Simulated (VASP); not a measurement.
Here is a VASP 6.6.1 calculation.

The input INCAR:

```
PREC     = Accurate       # precision mode
ENCUT    = 520            # plane-wave cutoff, eV
EDIFF    = 1E-6           # SCF threshold, eV
ISMEAR   = 0              # smearing method
SIGMA    = 0.02           # smearing width, eV
LREAL    = False          # projectors in reciprocal space
LASPH    = True           # aspherical terms in the spheres
NELM     = 60             # most SCF steps
ALGO     = Normal         # electronic algorithm
ISIF     = 2              # what is computed and relaxed
LWAVE    = False          # write WAVECAR
LCHARG   = True           # write CHGCAR
GGA      = PE             # functional
LELF     = True           # ELF
LVHAR    = True         
NBANDS   = 44             # bands
```

KPOINTS

```
regular mesh
0
Gamma
  6 6 4
```

POSCAR

```
SiO2
1.0
    5.3795110017      0.0000000000      0.0000000000
   -2.6897555009      4.6587931874      0.0000000000
    0.0000000000      0.0000000000      8.7806224599
Si O
4 8
Direct
    0.3333333333      0.6666666667      0.0624424152
    0.6666666667      0.3333333333      0.5624424152
    0.3333333333      0.6666666667      0.4375575848
    0.6666666667      0.3333333333      0.9375575848
    0.3333333333      0.6666666667      0.2500000000
    0.6666666667      0.3333333333      0.7500000000
    0.5000000000      0.0000000000      0.0000000000
    0.5000000000      0.5000000000      0.5000000000
    0.0000000000      0.5000000000      0.0000000000
    0.5000000000      0.0000000000      0.5000000000
    0.5000000000      0.5000000000      0.0000000000
    0.0000000000      0.5000000000      0.5000000000
```

Potentials or basis: VASP PAW PBE potentials, release 64 (Si, O).

Run with:

```sh
$ cat potpaw_PBE.64/Si/POTCAR potpaw_PBE.64/O/POTCAR > POTCAR
$ mpirun -np 1 vasp_std > vasp.out
```

Q: Estimate the pressure.

A: -7.5 GPa.

Q: What does it give for the band gap on the k mesh?

A: 5.03 eV, direct.

 A k mesh can miss the band edges.
